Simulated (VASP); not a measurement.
Input of a VASP 6.6.1 run:

File INCAR:

```
SYSTEM = HfO2
PREC = Accurate
ENCUT = 520
EDIFF = 1E-7
ISMEAR = 0
SIGMA = 0.05
LREAL = .False.
LASPH = .True.
NELM = 80
ALGO = Normal
ISIF = 2
LWAVE = .False.
LCHARG = .False.
GGA = PE
NBANDS = 31
```

File KPOINTS:

```
Automatic mesh
0
Gamma
  6 6 8
  0 0 0
```

File POSCAR:

```
HfO2
1.0
    0.0000000000     -2.5488057612     -2.5488057612
   -2.5488057612      0.0000000000     -2.5488057612
    2.5488057612      2.5488057612     -5.0976115224
Hf O
2 4
Direct
   -0.0280303339     -0.0280303339      0.0000005012
    0.5280303339      0.5280303339      0.4999994988
    0.1277538941      0.1277538941      0.6249997099
    0.6222461059      0.6222461059      0.1250002901
    0.3722461059      0.3722461059      0.8750002901
    0.8777538941      0.8777538941      0.3749997099
```

Potentials or basis: VASP PAW PBE potentials, release 64 (Hf_pv, O).

Run with:

```console
$ cat potpaw_PBE.64/Hf_pv/POTCAR potpaw_PBE.64/O/POTCAR > POTCAR
$ mpirun -np 1 vasp_std > vasp.out
```

Q: Predict the pressure.

A: -0.9 GPa.

Q: What does it give for the largest force?

A: 0.939 eV/Å.

Q: Predict the band gap on the k mesh.

A: 3.92 eV.

Stress tensor (GPa, compression positive):
```
-0.69  1.11  1.53
 1.11 -0.69  1.53
 1.53  1.53 -1.37
```

Caveat: the cell differs from its parent crystal (atoms displaced along a vibrational mode); spin-orbit coupling is left out, which moves the levels of the heavy elements. A k mesh can miss the band edges.
